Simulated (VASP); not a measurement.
A run of VASP 6.6.1:

The input INCAR:

```
  ALGO = Normal
  DIPOL = 0.5 0.5 0.501
  EDIFF = 1E-6
  ENCUT = 400
  GGA = CA
  GGA_COMPAT = F
  IDIPOL = 3
  ISIF = 2
  ISMEAR = 0
  LASPH = T
  LCHARG = T
  LDIPOL = T
  LELF = T
  LREAL = F
  LVACPOTAV = T
  LVHAR = T
  LWAVE = F
  NBANDS = 28
  NELM = 120
  NELMDL = -8
  PREC = Accurate
  SIGMA = 0.1
```

The input KPOINTS:

```
k-points
0
Gamma
  12 12 1
```

POSCAR

```
W
1.0
    2.8090103839      0.0000000000      0.0000000000
   -1.4045051920      2.4326743520      0.0000000000
    0.0000000000      0.0000000000     18.5870947485
W
3
Direct
    0.6666666667      0.3333333333      0.3766053864
    0.3333333333      0.6666666667      0.5007387244
    0.0000000000      0.0000000000      0.6248652100
```

Potentials or basis: VASP PAW LDA potentials, release 64 (W_sv).

Run with:

```sh
$ cat potpaw_LDA.64/W_sv/POTCAR > POTCAR
$ mpirun -np 1 vasp_std > vasp.out
```

Hardware: 1 thread of Intel(R) Xeon(R) 6975P-C (Granite Rapids), with other jobs on the host.

Problem. Estimate the wall time of this run.

Solution. Run time: 54 s on 1 thread of Intel(R) Xeon(R) 6975P-C (Granite Rapids), on a shared host, peak memory 0.17 GiB. Counts: scf iterations 25, k points 19.
